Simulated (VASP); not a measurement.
Write the native input for VASP 6.6.1 that does the following.

```yaml
Task: single point
Functional: PBEsol
Potentials_or_basis: VASP PAW PBE potentials, release 64 (Al, Ga_d, O)
Cutoff: 700 eV
k_mesh: 1 × 1 × 1, shifted
Occupations: fermi-dirac, width 0.05 eV
Spin: no spin polarisation
Dipole_correction: no
Further_INCAR_settings: LREAL = Auto; ALGO = Normal; EDIFF = 1e-06; NBANDS = 414; ISYM = -1
```

The structure of Al3GaO6 lies in POSCAR:

```
Al3GaO6
1.0
   11.9328670890      0.0000000000     -0.0218994458
    0.0000000000      8.8512657714      0.0000000000
   -2.7236610770      0.0000000000     11.0279879950
Al Ga O
36 12 72
Direct
    0.4102290000      0.1657660000      0.1018850000
    0.4102750000      0.1640200000      0.6028320000
    0.4115650000      0.4998720000      0.1021490000
    0.4108900000      0.8340050000      0.1016940000
    0.4064830000      0.8363970000      0.6024310000
    0.1562400000      0.1660150000      0.1570930000
    0.1566770000      0.5002550000      0.1553660000
    0.1569490000      0.5004970000      0.6609590000
    0.1568290000      0.8334860000      0.1563710000
    0.1576280000      0.8329770000      0.6605600000
    0.0904230000      0.9999730000      0.3968890000
    0.0913840000      0.9979830000      0.8986450000
    0.0897580000      0.3330090000      0.3970910000
    0.0933010000      0.3334550000      0.8996280000
    0.0912870000      0.6683710000      0.8983080000
    0.9110840000      0.9989520000      0.1037880000
    0.9069860000      0.9979400000      0.6002320000
    0.9112300000      0.3333020000      0.1056680000
    0.9084010000      0.3341250000      0.5997850000
    0.9104110000      0.6675170000      0.1034430000
    0.9112920000      0.6673980000      0.6009840000
    0.6593550000      0.9991920000      0.1576530000
    0.6588350000      0.9999480000      0.6620030000
    0.6591610000      0.3325710000      0.1603700000
    0.6599950000      0.3315110000      0.6584890000
    0.6589180000      0.6678640000      0.1588400000
    0.3379730000      0.9999810000      0.3390740000
    0.3405810000      0.9987560000      0.8421950000
    0.3392050000      0.3334940000      0.8431080000
    0.3404320000      0.6675470000      0.8429170000
    0.5946180000      0.4984510000      0.3978650000
    0.5909330000      0.8336350000      0.8985170000
    0.8434240000      0.1660640000      0.3415560000
    0.8415280000      0.4996350000      0.3410090000
    0.8421810000      0.8336360000      0.3407420000
    0.8433270000      0.8340250000      0.8415510000
    0.4079050000      0.4982040000      0.6037910000
    0.1564190000      0.1658300000      0.6554050000
    0.0902990000      0.6663720000      0.3989650000
    0.6588720000      0.6664180000      0.6565180000
    0.3400350000      0.3310560000      0.3406560000
    0.3411480000      0.6682410000      0.3408400000
    0.5929070000      0.1660070000      0.3993220000
    0.5892530000      0.1651640000      0.8982930000
    0.5892980000      0.5011490000      0.8992570000
    0.5913000000      0.8344040000      0.3973630000
    0.8452390000      0.1651900000      0.8436780000
    0.8447790000      0.5008770000      0.8440570000
    0.3361970000      0.1606370000      0.4474890000
    0.3379960000      0.1657750000      0.9459070000
    0.3278430000      0.4995910000      0.4444110000
    0.3398250000      0.5010330000      0.9469910000
    0.3361240000      0.8390750000      0.4461730000
    0.3380620000      0.8330110000      0.9465240000
    0.3242170000      0.1615320000      0.2134390000
    0.3290630000      0.1658310000      0.7185610000
    0.3235590000      0.4993080000      0.2105240000
    0.3239100000      0.5002570000      0.7221730000
    0.3252110000      0.8386420000      0.2133040000
    0.3252380000      0.8335420000      0.7174710000
    0.0058810000      0.1661640000      0.3733730000
    0.0113920000      0.1666710000      0.8718460000
    0.0014500000      0.4946540000      0.3698220000
    0.0107100000      0.4999250000      0.8733210000
    0.0018870000      0.8385410000      0.3701670000
    0.0057040000      0.8332080000      0.8717160000
    0.1582640000      0.9996270000      0.0546870000
    0.1612440000      0.9930240000      0.5525260000
    0.1601740000      0.3323640000      0.0552390000
    0.1604100000      0.3398210000      0.5529910000
    0.1599950000      0.6677660000      0.0536240000
    0.1626040000      0.6663250000      0.5603270000
    0.8381340000      0.9996410000      0.4436720000
    0.8407590000      0.9945330000      0.9484500000
    0.8384540000      0.3328120000      0.4439350000
    0.8383120000      0.3328160000      0.9507100000
    0.8400560000      0.6668210000      0.4447880000
    0.8385480000      0.6726140000      0.9478320000
    0.1717310000      0.9999910000      0.2819670000
    0.1742370000      0.9942740000      0.7852400000
    0.1673960000      0.3318190000      0.2790510000
    0.1742530000      0.3377080000      0.7852420000
    0.1699190000      0.6675130000      0.2759100000
    0.1731270000      0.6677040000      0.7842510000
    0.8275000000      0.9997370000      0.2165390000
    0.8276910000      0.9942470000      0.7169360000
    0.8275070000      0.3330400000      0.2180380000
    0.8267580000      0.3335790000      0.7138990000
    0.8271340000      0.6666600000      0.2170280000
    0.8310940000      0.6719690000      0.7174270000
    0.4964650000      0.0002620000      0.1275920000
    0.4956690000      0.9987870000      0.6285620000
    0.4957510000      0.3322180000      0.1286250000
    0.4979120000      0.3269750000      0.6267270000
    0.4959080000      0.6671990000      0.1298000000
    0.4929370000      0.6728310000      0.6259190000
    0.4981600000      0.0006800000      0.3678430000
    0.5009470000      0.9936210000      0.8713460000
    0.5057870000      0.3384920000      0.3710500000
    0.4979000000      0.3332690000      0.8694950000
    0.5070820000      0.6598730000      0.3733250000
    0.5015290000      0.6729460000      0.8699770000
    0.6644510000      0.1668840000      0.0584590000
    0.6667010000      0.1640170000      0.5594680000
    0.6632480000      0.4998780000      0.0599370000
    0.6648040000      0.4934080000      0.5526580000
    0.6605280000      0.8328800000      0.0543520000
    0.6673530000      0.8404770000      0.5569270000
    0.6765420000      0.1658120000      0.2800740000
    0.6724770000      0.1659150000      0.7790210000
    0.6751870000      0.4999420000      0.2832610000
    0.6720950000      0.4949890000      0.7794880000
    0.6760050000      0.8335320000      0.2790510000
    0.6749450000      0.8389350000      0.7866640000
    0.9943810000      0.1660520000      0.1286860000
    0.9896710000      0.1656520000      0.6264360000
    0.9943040000      0.5007100000      0.1270620000
    0.9943880000      0.4997430000      0.6281170000
    0.9953960000      0.8329870000      0.1295710000
    0.9951380000      0.8341110000      0.6271110000
```

The input as run:

INCAR

```
SYSTEM = Al3GaO6
PREC = Accurate
ENCUT = 700
EDIFF = 1E-6
ISMEAR = -1
SIGMA = 0.05
LREAL = Auto
LASPH = .TRUE.
NELM = 120
ALGO = Normal
ISIF = 2
LWAVE = .FALSE.
LCHARG = .TRUE.
GGA = PS
LELF = .TRUE.
LVHAR = .TRUE.
ISYM = -1
NBANDS = 414
GGA_COMPAT = .FALSE.
KPAR = 1
```

KPOINTS

```
explicit points
1
Reciprocal
  0.25000000   0.25000000   0.25000000 1
```

Potentials or basis: VASP PAW PBE potentials, release 64 (Al, Ga_d, O).

The run is started by

```sh
$ cat potpaw_PBE.64/Al/POTCAR potpaw_PBE.64/Ga_d/POTCAR potpaw_PBE.64/O/POTCAR > POTCAR
$ mpirun -np 4 vasp_std > vasp.out
```

Results of the run:

The pressure is -0.1 GPa and the largest force is 0.034 eV/Å. The band gap on the k mesh is 4.45 eV.

Caveat: the PAW data sets were made with another functional, which shifts forces and pressure a little; a shifted mesh leaves out Γ, where band edges can lie.

Wall time 8.3 min on 4 MPI ranks on Intel(R) Xeon(R) Platinum 8375C CPU @ 2.90GHz (Ice Lake), with other jobs on the host, peak memory 0.64 GiB a rank.
